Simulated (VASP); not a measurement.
Here is a VASP 6.6.1 calculation.

File INCAR:

```
PREC = Accurate
ENCUT = 1330
EDIFF = 1E-6
ISMEAR = -1
SIGMA = 0.15
LREAL = False
LASPH = True
NELM = 120
ALGO = Normal
ISIF = 2
LWAVE = False
LCHARG = True
LELF = True
LVHAR = True
NBANDS = 16
GGA_COMPAT = False
```

Contents of KPOINTS:

```
regular mesh
0
Gamma
  16 16 16
```

The input POSCAR:

```
TiN
1.0
    0.0000000000      2.0866352001      2.0866352001
    2.0866352001      0.0000000000      2.0866352001
    2.0866352001      2.0866352001      0.0000000000
Ti N
1 1
Direct
    0.0000000000      0.0000000000      0.0000000000
    0.5000000000      0.5000000000      0.5000000000
```

Potentials or basis: VASP PAW LDA potentials, release 64 (Ti_sv, N_h).

Command:

```bash
$ cat potpaw_LDA.64/Ti_sv/POTCAR potpaw_LDA.64/N_h/POTCAR > POTCAR
$ mpirun -np 1 vasp_std > vasp.out
```

(1) Predict the pressure.

(2) Predict the band gap on the k mesh.

Answers

(1) 0.9 GPa.

(2) zero (an odd number of electrons rules out a gap without spin polarisation).

Caveat: an odd number of electrons without spin polarisation forces a metal; a magnetic or distorted state may lie lower.
